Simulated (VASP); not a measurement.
**InAs: single point with HSE06**

The system is InAs.

```
In As
1.0
     0.00000    3.05643    3.05643
     3.05643    0.00000    3.05643
     3.05643    3.05643    0.00000
In As
1 1
Direct
  0.00000 0.00000 0.00000
  0.25000 0.25000 0.25000
```

- Program: VASP 6.6.1
- Task: single point
- Functional: HSE06
- Potentials or basis: VASP PAW PBE potentials, release 64 (In_d, As_d)
- Cutoff: 400 eV
- k mesh: 4 × 4 × 4
- Occupations: fermi-dirac, width 0.02 eV
- Spin: no spin polarisation
- Dipole correction: no
- Grid for exact exchange (PRECFOCK): Normal
- Further INCAR settings: ALGO = Normal; EDIFF = 1e-06; NBANDS = 21
- Share of exact exchange: 0.25
- Screening parameter: 0.2079 1/Å

The pressure is 0.0 GPa and the band gap on the k mesh is 0.38 eV.

Levels at points of the mesh, in eV from the valence-band top:
| k point | band 10 | band 11 | band 12 | band 13 | band 14 | band 15 | band 16 | band 17 | band 18 | band 19 |
| --- | --- | --- | --- | --- | --- | --- | --- | --- | --- | --- |
| (0.00, 0.00, 0.00) | -15.99 | -12.79 | 0.00 | 0.00 | 0.00 | 0.38 | 4.64 | 4.64 | 4.64 | 8.32 |
| (0.50, 0.00, 0.00) | -15.98 | -11.27 | -6.08 | -1.02 | -1.02 | 1.58 | 5.43 | 5.43 | 7.66 | 9.93 |
| (0.50, 0.50, 0.00) | -15.97 | -10.70 | -6.18 | -2.42 | -2.42 | 2.17 | 2.72 | 10.11 | 10.26 | 10.26 |

It took 14 min on 1 thread of Intel(R) Xeon(R) Platinum 8259CL CPU @ 2.50GHz (Skylake/Cascade Lake), with other jobs on the host, peak memory 0.26 GiB.

Caveat: the k points lie up to 0.45 Å⁻¹ apart; the PAW data sets were made with another functional, which shifts forces and pressure a little; spin-orbit coupling is left out, which moves the levels of the heavy elements.
